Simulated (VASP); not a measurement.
Write the native input for VASP 6.6.1 that does the following.

```
Task                   : single point
Functional             : PBE
Potentials or basis    : VASP PAW PBE potentials, release 64 (Pb_d)
Cutoff                 : 500 eV
k mesh                 : 15 × 15 × 15
Occupations            : fermi-dirac, width 0.05 eV
Spin                   : no spin polarisation
Dipole correction      : no
Further INCAR settings : ALGO = Normal; EDIFF = 1e-06; NBANDS = 13
```

The structure of Pb lies in POSCAR:

```
Pb
1.0
    0.0000000000      2.5200408862      2.5200408862
    2.5200408862      0.0000000000      2.5200408862
    2.5200408862      2.5200408862      0.0000000000
Pb
1
Direct
    0.0000000000      0.0000000000      0.0000000000
```

The input as run:

INCAR

```
ALGO = Normal
EDIFF = 1E-6
ENCUT = 500
GGA = PE
GGA_COMPAT = F
ISIF = 2
ISMEAR = -1
LASPH = T
LCHARG = T
LELF = T
LREAL = F
LVHAR = T
LWAVE = F
NBANDS = 13
NELM = 120
PREC = Accurate
SIGMA = 0.05
```

KPOINTS

```
k-points
0
Gamma
  15 15 15
```

Potentials or basis: VASP PAW PBE potentials, release 64 (Pb_d).

Run with:

```console
$ cat potpaw_PBE.64/Pb_d/POTCAR > POTCAR
$ mpirun -np 1 vasp_std > vasp.out
```

Results of the run:

```
Pressure               : -0.1 GPa
Band gap on the k mesh : zero (bands 7 and 8 overlap by 8.43 eV)
```

Caveat: spin-orbit coupling is left out, which moves the levels of the heavy elements.

It took 39 s on 1 thread of Intel(R) Xeon(R) 6975P-C (Granite Rapids), with other jobs on the host, peak memory 0.18 GiB.
